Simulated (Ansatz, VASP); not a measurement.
**SnSe2: VASP beside Ansatz**

```xyz
3
Lattice="3.8682 0.0000 0.0000 -1.9341 3.3499 0.0000 0.0000 0.0000 6.0449" Properties=species:S:1:pos:R:3 pbc="T T T"
Sn    0.0000    0.0000    0.0000
Se    0.0000    2.2333    1.5112
Se    1.9341    1.1166    4.5337
```

Change from the starting cell: strain +0.015 along x and y, -0.015 along z, atoms carried along.

Alike in both runs: task single point; functional PBE; k mesh 12 × 12 × 6; occupations gaussian, width 0.05 eV; no spin polarisation.

```csv
,VASP,Ansatz
version,VASP 6.6.1,Ansatz 0.2.0
potentials or method,"VASP PAW PBE potentials, release 64 (Sn_d, Se), cutoff 520 eV","scalar-relativistic, plane waves, PAW"
valence electrons in the cell,26,46
```

```tsv
	VASP	Ansatz	Ansatz less VASP
gap on the k mesh at the Fermi level (eV)	0.56	0.57	+0.006
least direct gap on the mesh (eV)	0.70	0.71	+0.011
pressure (GPa)	4.1	4.0	-0.08
traceless stress, the component that is largest in VASP (GPa)	1.91	1.91	+0.001
rms of the force components (eV/Å)	0.348	0.341	-0.0069
```

Atom by atom the forces differ by 0.007 eV/Å (rms over components). VASP's potentials hold 26 valence electrons a cell and Ansatz's 46, so a difference there can come from the potentials and not from the codes.
